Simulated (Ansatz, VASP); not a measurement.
Ru in VASP and in Ansatz

```
Ru
1.0
     4.29011    0.00000    0.00000
    -2.14505    3.71534    0.00000
     0.00000    0.00000    2.69777
Ru
3
Cartesian
  4.2901 0.0000 0.0000
  0.0000 2.4769 1.3489
  2.1451 1.2384 1.3489
```

Alike in both runs: task single point; functional RPBE; k mesh 10 × 10 × 13; occupations fermi-dirac, width 0.1 eV; no spin polarisation.

|  | VASP | Ansatz |
| --- | --- | --- |
| version | VASP 6.6.1 | Ansatz 0.2.0 |
| potentials or method | VASP PAW PBE potentials, release 64 (Ru_pv), cutoff 520 eV | plane waves (420 eV) with PAW, scalar-relativistic |
| valence electrons in the cell | 42 | 48 |

Ansatz gave:

- pressure (GPa): 0.0
- traceless stress, the component that is largest in VASP (GPa): 0.35

**Question.** Which values does VASP return?

**Answer.** Pressure (GPa): 0.0; traceless stress, the component that is largest in VASP (GPa): 0.26.

VASP's potentials were made for PBE, not for RPBE. VASP's potentials hold 42 valence electrons a cell and Ansatz's 48, so a difference there can come from the potentials and not from the codes.
